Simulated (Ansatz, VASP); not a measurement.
# One calculation of ZnS, two programs

```
CELL_PARAMETERS angstrom
0.00000 2.64835 2.64835
2.64835 0.00000 2.64835
2.64835 2.64835 0.00000
ATOMIC_POSITIONS crystal
Zn 0.00000 0.00000 0.00000
S 0.25000 0.25000 0.25000
```

Alike in both runs: functional LDA; k mesh 10 × 10 × 10; occupations gaussian, width 0.02 eV; no spin polarisation.

Ansatz relaxed the structure, and its values are those at the end. VASP's run is a single point on that final structure, the one shown.

```csv
,VASP,Ansatz
version,VASP 6.6.1,Ansatz 0.2.0
potentials or method,"VASP PAW LDA potentials, release 64 (Zn, S), cutoff 500 eV","scalar-relativistic, plane waves, PAW"
valence electrons in the cell,18,18
```

|  | VASP | Ansatz | Ansatz less VASP |
| --- | --- | --- | --- |
| gap on the k mesh at the Fermi level (eV) | 2.16 | 2.12 | -0.041 |
| least direct gap on the mesh (eV) | 2.16 | 2.12 | -0.041 |
| pressure (GPa) | 0.2 | 0.0 | -0.23 |

Ansatz warns that its potentials were made for another functional, while VASP's fit it. LDA's correlation is that of Perdew and Zunger in VASP and of Perdew and Wang (1992) in Ansatz.
